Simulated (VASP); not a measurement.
Mo, 2 atoms in the cell. The cell holds a sheet with vacuum, 2 atoms: a = 2.516 Å, b = 2.516 Å, c = 29.514 Å, α = 90.00°, β = 90.00°, γ = 90.00°. The cell was built from a structure type or drawn by symmetry, and may not be a known phase.

```yaml
Program: VASP 6.6.1
Task: single point
Functional: PBE
Potentials_or_basis: VASP PAW PBE potentials, release 64 (Mo_sv)
Cutoff: 520 eV
k_mesh: 22 × 22 × 1
Occupations: gaussian, width 0.1 eV
Spin: no spin polarisation
Dipole_correction: yes
Further_INCAR_settings: ALGO = Normal; EDIFF = 1e-06; NBANDS = 21
```

Potentials or basis: VASP PAW PBE potentials, release 64 (Mo_sv).

Launch:

```sh
$ cat potpaw_PBE.64/Mo_sv/POTCAR > POTCAR
$ mpirun -np 1 vasp_std > vasp.out
```

Hardware: 1 thread of Intel(R) Xeon(R) 6975P-C (Granite Rapids) (shared host).

Q: How long does it take, and how much memory?

A: It took 2.8 min on 1 thread of Intel(R) Xeon(R) 6975P-C (Granite Rapids), on a shared host, peak memory 0.44 GiB. Counts: scf iterations 21, k points 78.
